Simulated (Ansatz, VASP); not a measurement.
## Two plane-wave programs on KZnF3

File POSCAR:

```
KZnF3
1.0
    4.2754521275      0.0000000000      0.0000000000
    0.0000000000      4.2754521275      0.0000000000
    0.0000000000      0.0000000000      3.6341343084
K Zn F
1 1 3
Direct
    0.0000000000      0.0000000000      0.0000000000
    0.5000000000      0.5000000000      0.5000000000
    0.5000000000      0.5000000000      0.0000000000
    0.0000000000      0.5000000000      0.5000000000
    0.5000000000      0.0000000000      0.5000000000
```

The input INCAR.step1:

```
SYSTEM = KZnF3
ALGO     = Normal         ! electronic algorithm
EDIFF    = 1E-4           ! SCF threshold, eV
ENCUT    = 520            ! plane-wave cutoff, eV
GGA      = PE             ! functional
ISMEAR   = 0              ! smearing method
LASPH    = .True.         ! aspherical terms in the spheres
LCHARG   = .False.        ! write CHGCAR
LREAL    = .False.        ! projectors in reciprocal space
LWAVE    = .True.         ! write WAVECAR
NBANDS   = 29             ! bands
NELM     = 100            ! most SCF steps
PREC     = Accurate       ! precision mode
SIGMA    = 0.05           ! smearing width, eV
```

The input INCAR.step2:

```
SYSTEM = KZnF3
ALGO     = Normal         ! electronic algorithm
EDIFF    = 1E-7           ! SCF threshold, eV
ENCUT    = 520            ! plane-wave cutoff, eV
ISIF     = 2              ! what is computed and relaxed
ISMEAR   = 0              ! smearing method
ISTART   = 1            
LASPH    = .True.         ! aspherical terms in the spheres
LCHARG   = .False.        ! write CHGCAR
LMIXTAU  = .True.       
LREAL    = .False.        ! projectors in reciprocal space
LWAVE    = .False.        ! write WAVECAR
METAGGA  = R2SCAN         ! meta-GGA
NBANDS   = 29             ! bands
NELM     = 100            ! most SCF steps
PREC     = Accurate       ! precision mode
SIGMA    = 0.05           ! smearing width, eV
```

File KPOINTS:

```
k-points
0
Gamma
  6 6 6
  0 0 0
```

Input for Ansatz:

```yaml
crystal:
  lattice:
    - [4.2754521275, 0.0, 0.0]
    - [0.0, 4.2754521275, 0.0]
    - [0.0, 0.0, 3.6341343084]
  atoms:
    - { symbol: K, position: [0.0, 0.0, 0.0] }
    - { symbol: Zn, position: [0.5, 0.5, 0.5] }
    - { symbol: F, position: [0.5, 0.5, 0.0] }
    - { symbol: F, position: [0.0, 0.5, 0.5] }
    - { symbol: F, position: [0.5, 0.0, 0.5] }
basis:
  ecutwfc: 500
kpoints:
  mp_grid: { grid: [6, 6, 6] }
hamiltonian:
  xc: r2scan
scf:
  occupations: { method: gaussian, width: 0.05 }
output:
  forces: true
  stress: true
  eigenvalues: true
```

Alike in both runs: task single point; functional r2SCAN; k mesh 6 × 6 × 6; occupations gaussian, width 0.05 eV; no spin polarisation.

```csv
,VASP,Ansatz
version,VASP 6.6.1,Ansatz 0.2.0
potentials or method,"VASP PAW PBE potentials, release 64 (K_sv, Zn, F), cutoff 520 eV","scalar-relativistic, plane waves, PAW"
valence electrons in the cell,42,42
```

VASP gave:

| Item | Value |
| --- | --- |
| gap on the k mesh at the Fermi level (eV) | 4.25 |
| least direct gap on the mesh (eV) | 6.48 |
| pressure (GPa) | 3.6 |
| traceless stress, the component that is largest in VASP (GPa) | 13.41 |

Problem. Which values does Ansatz return?

Solution. gap on the k mesh at the Fermi level (eV): 4.29; least direct gap on the mesh (eV): 6.51; pressure (GPa): 3.1; traceless stress, the component that is largest in VASP (GPa): 12.84.

VASP's potentials were made for PBE, not for r2SCAN. The functional is the same, so the differences come from potentials, cutoffs and numerics.
